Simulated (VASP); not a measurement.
Wanted: the native input for a VASP 6.6.1 run.

- Task: single point
- Functional: PBEsol
- Potentials or basis: VASP PAW PBE potentials, release 64 (H, C)
- Cutoff: 520 eV
- k mesh: 2 × 2 × 1
- Occupations: gaussian, width 0.02 eV
- Spin: collinear spin
- Dipole correction: no
- Further INCAR settings: LREAL = Auto; ALGO = Normal; EDIFF = 1e-06; NBANDS = 116

The structure of H17C36 lies in POSCAR:

```
H17C36
1.0
    7.5731140000      0.0000000000      0.0000000000
    3.7865570000      6.5585090000      0.0000000000
    0.0000000000      0.0000000000     17.7764260000
H C
17 36
Direct
    0.1111111721      0.1111110772      0.0562542774
    0.4444444614      0.1111110772      0.0562542774
    0.7777777507      0.1111110772      0.0562542774
    0.1111110586      0.4444444614      0.0562542774
    0.4444443479      0.4444444614      0.0562542774
    0.7777777693      0.4444444614      0.0562542774
    0.1111110772      0.7777778455      0.0562542774
    0.4444443665      0.7777778455      0.0562542774
    0.7777777879      0.7777778455      0.0562542774
    0.6646516967      0.0014989687      0.3251085454
    0.0162098114      0.1529989514      0.3200537611
    0.3338622344      0.3341413422      0.3247114465
    0.6709812700      0.3300907264      0.3230752346
   -0.0107542967      0.6671434010      0.3279491052
    0.3325612910      0.6676488513      0.3244003603
    0.6573838177      0.6737763110      0.3251813947
    0.9705464957      0.5861379469      0.3897986018
    0.1111111721      0.1111110772      0.1181339826
    0.4444444614      0.1111110772      0.1181339826
    0.7777777507      0.1111110772      0.1181339826
    0.1111110586      0.4444444614      0.1181339826
    0.4444443479      0.4444444614      0.1181339826
    0.7777777693      0.4444444614      0.1181339826
    0.1111110772      0.7777778455      0.1181339826
    0.4444443665      0.7777778455      0.1181339826
    0.7777777879      0.7777778455      0.1181339826
   -0.1111110772      0.2222221545      0.1471209680
    0.2222222121      0.2222221545      0.1471209680
    0.5555556335      0.2222221545      0.1471209680
   -0.1111110586      0.5555555386      0.1471209680
    0.2222222307      0.5555555386      0.1471209680
    0.5555556521      0.5555555386      0.1471209680
   -0.1111111721      0.8888889228      0.1471209680
    0.2222221172      0.8888889228      0.1471209680
    0.5555555386      0.8888889228      0.1471209680
   -0.1141384033      0.2249735420      0.2305253036
    0.2223673643      0.2214725938      0.2361361052
    0.5550075014      0.2228087207      0.2341572485
   -0.1093214473      0.5540565699      0.2383382351
    0.2212206189      0.5570424619      0.2347451619
    0.5548187988      0.5569162137      0.2341503855
   -0.1099640427      0.8925694849      0.2376213306
    0.2225809446      0.8918754247      0.2352159540
    0.5576778919      0.8888971564      0.2349138123
    0.0022291757      0.0117389486      0.2622234638
    0.3368068308     -0.0008190886      0.2545339541
    0.6665984729      0.0018406623      0.2627112447
    0.0003382256      0.3280992677      0.2544651551
    0.3330717068      0.3348228995      0.2623339472
    0.6663631094      0.3344458321      0.2606832217
    0.0005664896      0.6678745123      0.2621567462
    0.3329013918      0.6679896300      0.2620319180
    0.6658508704      0.6658028524      0.2629994916
```

The input as run:

INCAR

```
PREC = Accurate ; ENCUT = 520
EDIFF = 1E-6 ; ISMEAR = 0
SIGMA = 0.02 ; LREAL = Auto
LASPH = True ; NELM = 150
ALGO = Normal ; ISIF = 2
LWAVE = False ; LCHARG = False
ISPIN = 2 ; MAGMOM = 0 0 0 0 0 0 0 0 0 0 0 0 0 0 0 0 0 0 0 0 0 0 0 0 0 0 0 0 0 0 0 0 0 0 0 0 0 0 0 0 0 0 0 0 0 0.3 0 0 0 0 0 0 0
LORBIT = 11 ; GGA = PS
NBANDS = 116 ; LUSENCCL = False
```

KPOINTS

```
regular mesh
0
Gamma
  2 2 1
```

Potentials or basis: VASP PAW PBE potentials, release 64 (H, C).

Launch:

```bash
$ cat potpaw_PBE.64/H/POTCAR potpaw_PBE.64/C/POTCAR > POTCAR
$ mpirun -np 1 vasp_std > vasp.out
```

Results of the run:

- Largest force: 2.708 eV/Å
- Band gap on the k mesh: 0.26 eV (least direct gap 0.39 eV)
- Net moment: 1.00 μB per cell
- Site moments: H +0.00, -0.00, +0.01 (each value once); C -0.00, +0.00, +0.01, +0.03, -0.01, +0.40 (each value once) μB
- Valence electrons inside the program's atomic spheres: H 0.69, 0.68, 0.67, 0.44, 0.61, 0.41 (each value once); C 2.58, 2.59, 2.53, 2.55, 2.51, 2.52, 2.54, 2.64, 2.56, 2.57, 2.50, 2.47 (each value once)

Caveat: the k points lie up to 0.48 Å⁻¹ apart; there is no dipole correction, which matters where the two faces differ; the PAW data sets were made with another functional, which shifts forces and pressure a little.

Wall time 5.1 min on 1 × NVIDIA H100 80GB with 1 thread of AMD EPYC 7R13 Processor (Zen 3) (shared host), peak memory 2.1 GiB.
